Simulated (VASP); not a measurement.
# AgCl in VASP: single point with r2SCAN

Aim: the single point of AgCl with r2SCAN.

Everything below comes from runs of VASP 6.6.1. Logs are shortened: lines on timing, memory, paths and dates and some standing lists are left out, and cuts for length are marked.

## Step 1: The cell of the first run

The cell holds a slab with vacuum, 12 atoms: a = 3.852 Å, b = 3.852 Å, c = 26.619 Å, α = 90.00°, β = 90.00°, γ = 90.00°.

## Step 2: Single point, r2SCAN

File POSCAR:

```
AgCl
1.0
    2.7238740000      2.7238740000      0.0000000000
   -2.7238740000      2.7238740000      0.0000000000
    0.0000000000      0.0000000000     26.6193720000
Cl Ag
6 6
Direct
    0.4987020000      0.4979890000      0.2414710000
    0.4991310000      0.4996140000      0.4481390000
    0.5031410000      0.4993760000      0.6521400000
    0.9992560000      0.9993940000      0.3485640000
    0.0031280000      0.0002840000      0.5525610000
    0.0035590000      0.9900920000      0.7592270000
    0.9985840000      0.9977830000      0.2484850000
    0.9988320000      0.9995750000      0.4508220000
    0.0031630000      0.9995920000      0.6564680000
    0.4992380000      0.4994060000      0.3442490000
    0.5034160000      0.5003990000      0.5498700000
    0.5036780000      0.4884750000      0.7521950000
```

File INCAR.step1:

```
SYSTEM = AgCl
PREC     = Accurate       ! precision mode
ENCUT    = 520            ! plane-wave cutoff, eV
ISMEAR   = -1             ! smearing method
SIGMA    = 0.05           ! smearing width, eV
LREAL    = .FALSE.        ! projectors in reciprocal space
LASPH    = .TRUE.         ! aspherical terms in the spheres
NELM     = 100            ! most SCF steps
NBANDS   = 66             ! bands
GGA      = PE             ! functional
ALGO     = Normal         ! electronic algorithm
EDIFF    = 1E-4           ! SCF threshold, eV
LWAVE    = .TRUE.         ! write WAVECAR
LCHARG   = .FALSE.        ! write CHGCAR
```

File INCAR.step2:

```
SYSTEM = AgCl
PREC     = Accurate       ! precision mode
ENCUT    = 520            ! plane-wave cutoff, eV
EDIFF    = 1E-6           ! SCF threshold, eV
ISMEAR   = -1             ! smearing method
SIGMA    = 0.05           ! smearing width, eV
LREAL    = .FALSE.        ! projectors in reciprocal space
LASPH    = .TRUE.         ! aspherical terms in the spheres
NELM     = 100            ! most SCF steps
ALGO     = Normal         ! electronic algorithm
ISIF     = 2              ! what is computed and relaxed
LWAVE    = .FALSE.        ! write WAVECAR
LCHARG   = .FALSE.        ! write CHGCAR
METAGGA  = R2SCAN         ! meta-GGA
LMIXTAU  = .TRUE.       
NBANDS   = 66             ! bands
ISTART   = 1
```

File KPOINTS:

```
Automatic mesh
0
G
  4 4 1
  0 0 0
```

Potentials or basis: VASP PAW PBE potentials, release 64 (Cl, Ag).

Run with:

```
$ cat potpaw_PBE.64/Cl/POTCAR potpaw_PBE.64/Ag/POTCAR > POTCAR
$ cp INCAR.step1 INCAR
$ mpirun -np 1 vasp_std > vasp.out
$ cp INCAR.step2 INCAR
$ mpirun -np 1 vasp_std > vasp.out
```

OUTCAR:

```text
SYSTEM = AgCl
   PREC = Accurate
   ENCUT = 520
   EDIFF = 1E-6
   ISMEAR = -1
   LREAL = .FALSE.
   LASPH = .TRUE.
   NELM = 100
   ISIF = 2
   METAGGA = R2SCAN
   ISTART = 1

 ion  position               nearest neighbor table
   1  0.499  0.498  0.241-   7 2.73   7 2.73   7 2.73   7 2.73  10 2.74
   2  0.499  0.500  0.448-  11 2.71   8 2.72   8 2.72   8 2.73   8 2.73  10 2.77
   3  0.503  0.499  0.652-  12 2.66  11 2.72   9 2.73   9 2.73   9 2.73   9 2.73
   4  0.999  0.999  0.349-   7 2.66   8 2.72  10 2.73  10 2.73  10 2.73  10 2.73
   5  0.003  0.000  0.553-   8 2.71  11 2.72  11 2.72  11 2.73  11 2.73   9 2.77
   6  0.004  0.990  0.759-  12 2.73  12 2.73  12 2.73  12 2.74   9 2.74
   7  0.999  0.998  0.248-   4 2.66   1 2.73   1 2.73   1 2.73   1 2.73
   8  0.999  1.000  0.451-   5 2.71   4 2.72   2 2.72   2 2.72   2 2.73   2 2.73
   9  0.003  1.000  0.656-   3 2.73   3 2.73   3 2.73   3 2.73   6 2.74   5 2.77
  10  0.499  0.499  0.344-   4 2.73   4 2.73   4 2.73   4 2.73   1 2.74   2 2.77
  11  0.503  0.500  0.550-   2 2.71   3 2.72   5 2.72   5 2.72   5 2.73   5 2.73
  12  0.504  0.488  0.752-   3 2.66   6 2.73   6 2.73   6 2.73   6 2.74

  LATTYP: Found a simple tetragonal cell.
 ALAT       =     3.8521395530
 C/A-ratio  =     6.9102823597

  Lattice vectors:

 A1 = (   2.7238740000,   2.7238740000,   0.0000000000)
 A2 = (  -2.7238740000,   2.7238740000,   0.0000000000)
 A3 = (   0.0000000000,   0.0000000000,  26.6193720000)

Analysis of symmetry for initial positions (statically):
=====================================================================
 Subroutine PRICEL returns:
 Original cell was already a primitive cell.

 Routine SETGRP: Setting up the symmetry group for a
 simple tetragonal supercell.

 Subroutine GETGRP returns: Found  1 space group operations
 (whereof  1 operations were pure point group operations)
 out of a pool of 16 trial point group operations.

The static configuration has the point symmetry C_1 .

Analysis of symmetry for dynamics (positions and initial velocities):
=====================================================================
 Subroutine PRICEL returns:
 Original cell was already a primitive cell.

 Routine SETGRP: Setting up the symmetry group for a
 simple tetragonal supercell.

 Subroutine GETGRP returns: Found  1 space group operations
 (whereof  1 operations were pure point group operations)
 out of a pool of 16 trial point group operations.

The dynamic configuration has the point symmetry C_1 .

 Subroutine INISYM returns: Found  1 space group operations
 (whereof  1 operations are pure point group operations),
 and found     1 'primitive' translations

----------------------------------------------------------------------------------------

                                     Primitive cell

  volume of cell :     395.0043

  direct lattice vectors                    reciprocal lattice vectors
     2.723874000  2.723874000  0.000000000     0.183562088  0.183562088  0.000000000
    -2.723874000  2.723874000  0.000000000    -0.183562088  0.183562088  0.000000000
     0.000000000  0.000000000 26.619372000     0.000000000  0.000000000  0.037566626

  length of vectors
     3.852139553  3.852139553 26.619372000     0.259595995  0.259595995  0.037566626

  position of ions in fractional coordinates (direct lattice)
     0.498702000  0.497989000  0.241471000
     0.499131000  0.499614000  0.448139000
     0.503141000  0.499376000  0.652140000
     0.999256000  0.999394000  0.348564000
     0.003128000  0.000284000  0.552561000
     0.003559000  0.990092000  0.759227000
     0.998584000  0.997783000  0.248485000
     0.998832000  0.999575000  0.450822000
     0.003163000  0.999592000  0.656468000
     0.499238000  0.499406000  0.344249000
     0.503416000  0.500399000  0.549870000
     0.503678000  0.488475000  0.752195000

  ion indices of the primitive-cell ions
   primitive index   ion index
                 1           1
                 2           2
                 3           3
                 4           4
                 5           5
                 6           6
                 7           7
                 8           8
                 9           9
                10          10
                11          11
                12          12

----------------------------------------------------------------------------------------

 KPOINTS: Automatic mesh

Automatic generation of k-mesh.
 Grid dimensions read from file:
 generate k-points for:    4    4    1

 Generating k-lattice:

  Cartesian coordinates                     Fractional coordinates (reciprocal lattice)
     0.045890522  0.045890522  0.000000000     0.250000000  0.000000000  0.000000000
    -0.045890522  0.045890522  0.000000000     0.000000000  0.250000000  0.000000000
     0.000000000  0.000000000  0.037566626     0.000000000  0.000000000  1.000000000

  Length of vectors
     0.064898999  0.064898999  0.037566626

  Shift w.r.t. Gamma in fractional coordinates (k-lattice)
     0.000000000  0.000000000  0.000000000

 Subroutine IBZKPT returns following result:
 ===========================================

 Found     10 irreducible k-points:

 Following reciprocal coordinates:
            Coordinates               Weight
  0.000000  0.000000  0.000000      1.000000
  0.250000  0.000000  0.000000      2.000000
  0.000000  0.250000  0.000000      2.000000
  0.500000  0.000000  0.000000      1.000000
  0.000000  0.500000  0.000000      1.000000
  0.250000  0.250000  0.000000      2.000000
 -0.250000  0.250000  0.000000      2.000000
  0.500000  0.250000  0.000000      2.000000
 -0.250000  0.500000  0.000000      2.000000
  0.500000  0.500000  0.000000      1.000000
   k-points           NKPTS =     10   k-points in BZ     NKDIM =     10   number of bands    NBANDS=     66
   number of dos      NEDOS =    301   number of ions     NIONS =     12
   total plane-waves  NPLWV = 180000
   dimension x,y,z NGX =    30 NGY =   30 NGZ =  200
   dimension x,y,z NGXF=    60 NGYF=   60 NGZF=  400
   ions per type =               6   6
   NGX,Y,Z   is equivalent  to a cutoff of  12.95, 12.95, 12.49 a.u.
   NGXF,Y,Z  is equivalent  to a cutoff of  25.89, 25.89, 24.98 a.u.
 SYSTEM =  AgCl
   PREC   = accura    normal or accurate (medium, high low for compatibility)
   ISTART =      1    job   : 0-new  1-cont  2-samecut
   ICHARG =      0    charge: 1-file 2-atom 10-const
   ISPIN  =      1    spin polarized calculation?
   LNONCOLLINEAR =      F non collinear calculations
   LSORBIT =      F    spin-orbit coupling
   LASPH  =      T    aspherical Exc in radial PAW
   ENCUT  =  520.0 eV  38.22 Ry    6.18 a.u.   7.16  7.16 49.49*2*pi/ulx,y,z
   NELM   =    100;   NELMIN=  2; NELMDL=  0     # of ELM steps
   EDIFF  = 0.1E-05   stopping-criterion for ELM
   LREAL  =      F    real-space projection
   EDIFFG = 0.1E-04   stopping-criterion for IOM
   NSW    =      0    number of steps for IOM
   IBRION =     -1    ionic relax: 0-MD 1-quasi-New 2-CG
   NFREE  =      0    steps in history (QN), initial steepest desc. (CG)
   ISIF   =      2    stress and relaxation
   ISYM   =      2    0-nonsym 1-usesym 2-fastsym
   POTIM  = 0.5000    time-step for ionic-motion
   TEBEG  =    0.0;   TEEND  =   0.0 temperature during run
   PSTRESS=    0.0 pullay stress
   NELECT =     108.0000    total number of electrons
   NUPDOWN=      -1.0000    fix difference up-down
   EMIN   =  10.00;   EMAX   =-10.00  energy-range for DOS
   EFERMI =   0.00;   METHOD = LEGACY
   ISMEAR =    -1;   SIGMA  =   0.05  broadening in eV -4-tet -1-fermi 0-gaus
   EFERMI_NEDOS =   21; number of points for ismear=-14 and -15
   IALGO  =     38    algorithm
   IMIX   =      4    mixing-type and parameters
     AMIX     =   0.40;   BMIX     =  1.00
     AMIX_MAG =   1.60;   BMIX_MAG =  1.00
  volume/ion in A,a.u.               =      32.92       222.14
  Fermi-wavevector in a.u.,A,eV,Ry     =   1.062549  2.007926 15.361107  1.129010
  Thomas-Fermi vector in A             =   2.198003
   LORBIT       =      0    0 simple, 1 ext, 2 COOP (PROOUT), +10 PAW based schemes
   METAGGA = R2SCAN    functional components
   LHFCALC =     F    Hartree Fock is set to
   AEXX    =    0.0000 exact exchange contribution
   IVDW    =     0    specifies the selected vdW correction
   LEPSILON=     F    determine dielectric tensor
   LRPA    =     F    only Hartree local field effects (RPA)
 non-spin polarized calculation
  energy-cutoff  :      520.00
  volume of cell :      395.00
 maximum number of plane-waves:     10708
 NGX is ok and might be reduce to    30
   NGX = 15   NGY = 15   NGZ = 99

 number of electron     108.0000005 magnetization

 Free energy of the ion-electron system (eV)
  ---------------------------------------------------
  ext. energy  EPLUGINS =         0.00000000
  ---------------------------------------------------
  free energy    TOTEN  =      -171.35919907 eV

  energy without entropy =     -171.35919894  energy(sigma->0) =     -171.35919901

 E-fermi :   1.2800     XC(G=0):  -6.9843

 val. band max:        0.4835788158   @ k =   0.5000   0.0000   0.0000
 cond. band min:       1.9941743674   @ k =   0.0000   0.0000   0.0000
 fundamental gap:      1.5105955516
 Fermi energy:         1.2799743034

 k-point     1 :       0.0000    0.0000    0.0000
  band No.  band energies     occupation
      1     -15.6697      2.00000
      2     -15.5921      2.00000
      3     -15.3840      2.00000
      4     -15.2343      2.00000
      5     -15.1716      2.00000
      6     -15.1552      2.00000
[... 58 lines left out ...]
     65       8.5414      0.00000
     66       8.8533      0.00000

 k-point     2 :       0.2500    0.0000    0.0000
  band No.  band energies     occupation
      1     -15.5096      2.00000
      2     -15.4535      2.00000
      3     -15.2815      2.00000
      4     -15.1612      2.00000
      5     -15.0883      2.00000
      6     -15.0867      2.00000
[... 58 lines left out ...]
     65       7.9641      0.00000
     66       8.0542      0.00000

 k-point     3 :       0.0000    0.2500    0.0000
  band No.  band energies     occupation
      1     -15.5096      2.00000
      2     -15.4535      2.00000
      3     -15.2815      2.00000
      4     -15.1612      2.00000
      5     -15.0883      2.00000
      6     -15.0866      2.00000
[... 472 lines left out ...]
     65       7.9643      0.00000
     66       7.9726      0.00000

 k-point    10 :       0.5000    0.5000    0.0000
  band No.  band energies     occupation
      1     -15.2348      2.00000
      2     -15.2343      2.00000
      3     -15.1174      2.00000
      4     -15.1168      2.00000
      5     -14.9464      2.00000
      6     -14.9458      2.00000
[... 58 lines left out ...]
     65       8.7142      0.00000
     66       8.7145      0.00000

------------------------ aborting loop because EDIFF is reached ----------------------------------------

  FORCE on cell =-STRESS in cart. coord.  units (eV):
  Direction    XX          YY          ZZ          XY          YZ          ZX
  --------------------------------------------------------------------------------------
  -------------------------------------------------------------------------------------
  Total        2.4457406      2.4460238      3.7721467      0.0000926     -0.0026920      0.0003986
  in kB        9.9201708      9.9213193     15.3002077      0.0003756     -0.0109189      0.0016167
  external PRESSURE =      11.7138993 kB  Pullay stress =       0.0000000 kB

 VOLUME and BASIS-vectors are now :
 -----------------------------------------------------------------------------
  energy-cutoff  :      520.00
  volume of cell :      395.00
      direct lattice vectors                 reciprocal lattice vectors
     2.723874000  2.723874000  0.000000000     0.183562088  0.183562088  0.000000000
    -2.723874000  2.723874000  0.000000000    -0.183562088  0.183562088  0.000000000
     0.000000000  0.000000000 26.619372000     0.000000000  0.000000000  0.037566626

 POSITION                                       TOTAL-FORCE (eV/Angst)
 -----------------------------------------------------------------------------------
      0.00194      2.71486      6.42781        -0.000111      0.000161     -0.169986
     -0.00132      2.72046     11.92918         0.000094     -0.000300     -0.026578
      0.01026      2.73073     17.35956        -0.001297      0.000846     -0.036096
     -0.00038      5.44407      9.27855        -0.000111      0.000219      0.037290
      0.00775      0.00929     14.70883         0.000538     -0.000306      0.026896
     -2.68719      2.70658     20.21015         0.003550     -0.004169      0.168242
      0.00218      5.43785      6.61451         0.000067      0.000327     -0.134927
     -0.00202      5.44341     12.00060         0.000436      0.000653      0.004357
     -2.71415      2.73138     17.47477         0.000193      0.000545     -0.001036
     -0.00046      2.72018      9.16369        -0.000048      0.000024     -0.001762
      0.00822      2.73427     14.63719        -0.000173     -0.000233     -0.002385
      0.04141      2.70250     20.02296        -0.003138      0.002234      0.135985
 -----------------------------------------------------------------------------------
    total drift:                                0.000016     -0.000061      0.011003

  FREE ENERGIE OF THE ION-ELECTRON SYSTEM (eV)
  ---------------------------------------------------
  free  energy   TOTEN  =      -171.3591990727 eV

  energy  without entropy=     -171.3591989446  energy(sigma->0) =     -171.35919901
```

Run time: 11 min. Hardware: 1 thread of AMD EPYC 9R45 (Zen 5), shared host; peak memory 0.54 GiB.

Results:

```yaml
Free_energy: -171.3592 eV
Largest_force: 0.170 eV/Å
Band_gap_on_the_k_mesh: 1.51 eV (least direct gap 2.75 eV)
```

Forces on the atoms (eV/Å):
```
Cl   0.000  0.000 -0.170
Cl   0.000  0.000 -0.027
Cl  -0.001  0.001 -0.036
Cl   0.000  0.000  0.037
Cl   0.001  0.000  0.027
Cl   0.004 -0.004  0.168
Ag   0.000  0.000 -0.135
Ag   0.000  0.001  0.004
Ag   0.000  0.001 -0.001
Ag   0.000  0.000 -0.002
Ag   0.000  0.000 -0.002
Ag  -0.003  0.002  0.136
```

Caveat: the PAW data sets were made with another functional, which shifts forces and pressure a little.
